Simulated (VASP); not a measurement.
Set up this calculation in VASP 6.6.1, as the native input.

```
Task                   : single point
Functional             : LDA
Potentials or basis    : VASP PAW LDA potentials, release 64 (Zn, S)
Cutoff                 : 520 eV
k mesh                 : 8 × 8 × 8
Occupations            : gaussian, width 0.01 eV
Spin                   : no spin polarisation
Dipole correction      : no
Further INCAR settings : ALGO = Normal; EDIFF = 1e-07; NBANDS = 16
```

The structure of ZnS lies in POSCAR:

```
ZnS
1.0
    2.7014380825      2.7014380825      0.0000000000
   -2.7014380825      2.7014380825      0.0000000000
    0.0000000000      2.7014380825      2.5823289243
Zn S
1 1
Direct
    0.7500000000      0.2500000000      0.5000000000
    0.0000000000      0.0000000000      0.0000000000
```

This cell differs from its parent crystal: in-plane strain +0.02, then relaxed in part.

These files were run (other wordings do the same):

INCAR

```
SYSTEM = ZnS
PREC     = Accurate       ! precision mode
ENCUT    = 520            ! plane-wave cutoff, eV
EDIFF    = 1E-7           ! SCF threshold, eV
ISMEAR   = 0              ! smearing method
SIGMA    = 0.01           ! smearing width, eV
LREAL    = .FALSE.        ! projectors in reciprocal space
LASPH    = .TRUE.         ! aspherical terms in the spheres
NELM     = 80             ! most SCF steps
ALGO     = Normal         ! electronic algorithm
ISIF     = 2              ! what is computed and relaxed
LWAVE    = .FALSE.        ! write WAVECAR
LCHARG   = .TRUE.         ! write CHGCAR
GGA      = CA             ! functional
LELF     = .TRUE.         ! ELF
LVHAR    = .TRUE.       
NBANDS   = 16             ! bands
```

KPOINTS

```
Automatic mesh
0
G
  8 8 8
  0 0 0
```

Potentials or basis: VASP PAW LDA potentials, release 64 (Zn, S).

Command:

```console
$ cat potpaw_LDA.64/Zn/POTCAR potpaw_LDA.64/S/POTCAR > POTCAR
$ mpirun -np 1 vasp_std > vasp.out
```

Results of the run:

- Pressure: -1.0 GPa
- Band gap on the k mesh: 1.99 eV, direct

Caveat: the cell differs from its parent crystal (in-plane strain +0.02, then relaxed in part).

Run time: 22 s on 1 thread of Intel(R) Xeon(R) Platinum 8375C CPU @ 2.90GHz (Ice Lake), on a shared host, peak memory 0.15 GiB.
